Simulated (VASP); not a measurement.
HfO2, 3 atoms in the cell. Symmetry: Fm-3m, No. 225, cubic system. Conventional cell: a = 5.011 Å, b = 5.011 Å, c = 5.011 Å, α = 90.00°, β = 90.00°, γ = 90.00°. Hf (site symmetry m-3m) has 8 O at 2.17 Å within 2.9 Å. Within 2.9 Å of O (site symmetry -43m) lie 4 Hf at 2.17 Å and 6 O at 2.51 Å. 

- Program: VASP 6.6.1
- Task: single point
- Functional: LDA
- Potentials or basis: VASP PAW LDA potentials, release 64 (Hf_pv, O)
- Cutoff: 520 eV
- k mesh: 8 × 8 × 8
- Occupations: fermi-dirac, width 0.01 eV
- Spin: no spin polarisation
- Dipole correction: no
- Further INCAR settings: ALGO = Normal; EDIFF = 1e-06; NBANDS = 18

Potentials or basis: VASP PAW LDA potentials, release 64 (Hf_pv, O).

Command:

```bash
$ cat potpaw_LDA.64/Hf_pv/POTCAR potpaw_LDA.64/O/POTCAR > POTCAR
$ mpirun -np 1 vasp_std > vasp.out
```

Hardware: 1 thread of Intel(R) Xeon(R) Platinum 8259CL CPU @ 2.50GHz (Skylake/Cascade Lake) (shared host).

Question: How long does it take, and how much memory?

Answer: Run time: 15 s on 1 thread of Intel(R) Xeon(R) Platinum 8259CL CPU @ 2.50GHz (Skylake/Cascade Lake), with other jobs on the host, peak memory 0.15 GiB. Counts: scf iterations 12, k points 29.
